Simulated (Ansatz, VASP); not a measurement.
Al2Au: VASP beside Ansatz

The input INCAR:

```
  PREC = Accurate
  ENCUT = 520
  EDIFF = 1E-7
  ISMEAR = 0
  SIGMA = 0.1
  LREAL = False
  LASPH = True
  NELM = 100
  ALGO = Fast
  ISIF = 2
  LWAVE = False
  LCHARG = False
  GGA = PS
  NBANDS = 16
```

Contents of KPOINTS:

```
regular mesh
0
Gamma
  18 18 18
```

File POSCAR:

```
Al2Au
1.0
    0.0000000000      3.0011078147      3.0011078147
    3.0011078147      0.0000000000      3.0011078147
    3.0011078147      3.0011078147      0.0000000000
Al Au
2 1
Direct
    0.2500000000      0.2500000000      0.2500000000
    0.7500000000      0.7500000000      0.7500000000
    0.0000000000      0.0000000000      0.0000000000
```

Input for Ansatz:

```yaml
crystal:
  lattice:
    - [0.0, 3.0011078147, 3.0011078147]
    - [3.0011078147, 0.0, 3.0011078147]
    - [3.0011078147, 3.0011078147, 0.0]
  atoms:
    - { symbol: Al, position: [0.25, 0.25, 0.25] }
    - { symbol: Al, position: [0.75, 0.75, 0.75] }
    - { symbol: Au, position: [0.0, 0.0, 0.0] }
basis:
  ecutwfc: 420
kpoints:
  mp_grid: { grid: [18, 18, 18] }
hamiltonian:
  xc: pbesol
  pseudopotentials: { kind: paw, azcp: { folder: soft_1 } }
scf:
  occupations: { method: gaussian, width: 0.1 }
output:
  forces: true
  stress: true
  eigenvalues: true
```

Alike in both runs: task single point; functional PBEsol; k mesh 18 × 18 × 18; occupations gaussian, width 0.1 eV; no spin polarisation.

```csv
,VASP,Ansatz
version,VASP 6.6.1,Ansatz 0.2.0
potentials or method,"VASP PAW PBE potentials, release 64 (Al, Au), cutoff 520 eV","scalar-relativistic, plane waves, PAW"
valence electrons in the cell,17,25
```

VASP gave:

| Item | Value |
| --- | --- |
| gap on the k mesh at the Fermi level (eV) | none |
| pressure (GPa) | -0.1 |

Task: Estimate Ansatz's values.

Result: gap on the k mesh at the Fermi level (eV): none; pressure (GPa): 0.0.

VASP's potentials were made for PBE, not for PBEsol, and Ansatz warns of the same on its side. A gap of «none» marks a metal or a gap that the smearing closes. With one functional, cell and mesh, what is left measures potentials, basis and numerics. VASP's potentials hold 17 valence electrons a cell and Ansatz's 25, so a difference there can come from the potentials and not from the codes.

Neither program's run includes spin-orbit coupling.
